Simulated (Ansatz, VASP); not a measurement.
## Ge in VASP and in Ansatz

INCAR

```
PREC = Accurate
ENCUT = 500
EDIFF = 1E-6
ISMEAR = 0
SIGMA = 0.05
LREAL = False
LASPH = True
NELM = 120
ALGO = Normal
ISIF = 2
LWAVE = False
LCHARG = False
GGA = PE
NBANDS = 21
GGA_COMPAT = False
```

The input KPOINTS:

```
regular mesh
0
Gamma
  14 14 14
```

Contents of POSCAR:

```
Ge
1.0
    0.0000000000      2.8804373655      2.8804373655
    2.8804373655      0.0000000000      2.8804373655
    2.8804373655      2.8804373655      0.0000000000
Ge
2
Direct
    0.5000000000      0.5000000000      0.5000000000
    0.7500000000      0.7500000000      0.7500000000
```

Input for Ansatz:

```yaml
crystal:
  lattice:
    - [0.0, 2.8804373655, 2.8804373655]
    - [2.8804373655, 0.0, 2.8804373655]
    - [2.8804373655, 2.8804373655, 0.0]
  atoms:
    - { symbol: Ge, position: [0.5, 0.5, 0.5] }
    - { symbol: Ge, position: [0.75, 0.75, 0.75] }
basis:
  ecutwfc: 600
  ecutrho_ratio: 5
kpoints:
  mp_grid: { grid: [14, 14, 14] }
hamiltonian:
  xc: pbe
scf:
  occupations: { method: gaussian, width: 0.05 }
output:
  forces: true
  stress: true
  eigenvalues: true
```

Alike in both runs: task single point; functional PBE; k mesh 14 × 14 × 14; occupations gaussian, width 0.05 eV; no spin polarisation.

```csv
,VASP,Ansatz
version,VASP 6.6.1,Ansatz 0.2.0
potentials or method,"VASP PAW PBE potentials, release 64 (Ge_d), cutoff 500 eV","scalar-relativistic, plane waves, PAW"
valence electrons in the cell,28,28
```

|  | VASP | Ansatz | Ansatz less VASP |
| --- | --- | --- | --- |
| gap on the k mesh at the Fermi level (eV) | none | none | - |
| pressure (GPa) | -0.2 | 0.0 | +0.16 |

A gap of «none» marks a metal or a gap that the smearing closes.
